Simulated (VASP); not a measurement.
Wanted: the native input for a VASP 6.6.1 run.

```
Task                   : single point
Functional             : PBE
Dispersion             : D3(BJ)
Potentials or basis    : VASP PAW PBE potentials, release 64 (Mo_sv, S)
Cutoff                 : 520 eV
k mesh                 : 12 × 12 × 4
Occupations            : gaussian, width 0.05 eV
Spin                   : no spin polarisation
Dipole correction      : no
Further INCAR settings : ALGO = Normal; EDIFF = 1e-06; NBANDS = 35
```

The structure of MoS2 lies in POSCAR:

```
MoS2
1.0
    3.0548705918      0.0000000000      0.0000000000
   -1.5274352959      2.6455955378      0.0000000000
    0.0000000000      0.0000000000     11.9093925757
Mo S
2 4
Direct
    0.3333333333      0.6666666667      0.2500000000
    0.6666666667      0.3333333333      0.7500000000
    0.3333333333      0.6666666667      0.6204905688
    0.6666666667      0.3333333333      0.1204905688
    0.3333333333      0.6666666667      0.8795094312
    0.6666666667      0.3333333333      0.3795094312
```

This cell differs from its parent crystal: strain -0.030 along x and y, -0.015 along z.

These files were run (other wordings do the same):

INCAR

```
ALGO = Normal
EDIFF = 1E-6
ENCUT = 520
GGA = PE
ISIF = 2
ISMEAR = 0
IVDW = 12
LASPH = T
LCHARG = F
LREAL = F
LWAVE = F
NBANDS = 35
NELM = 60
PREC = Accurate
SIGMA = 0.05
```

KPOINTS

```
k-points
0
Gamma
  12 12 4
```

Potentials or basis: VASP PAW PBE potentials, release 64 (Mo_sv, S).

Command:

```bash
$ cat potpaw_PBE.64/Mo_sv/POTCAR potpaw_PBE.64/S/POTCAR > POTCAR
$ mpirun -np 1 vasp_std > vasp.out
```

It gave:

```json
{
  "Pressure": "13.5 GPa",
  "Largest force": "1.144 eV/Å",
  "Band gap on the k mesh": "0.78 eV (least direct gap 1.97 eV)",
  "Dispersion energy per atom": "-0.473 eV"
}
```

Caveat: the cell differs from its parent crystal (strain -0.030 along x and y, -0.015 along z); the cell stands under pressure; forces of over 1 eV/Å act on the atoms, so gaps and moduli don't describe the material at rest.

Wall time 4.3 min on 1 thread of Intel Xeon 8259CL (shared host), peak memory 0.32 GiB.
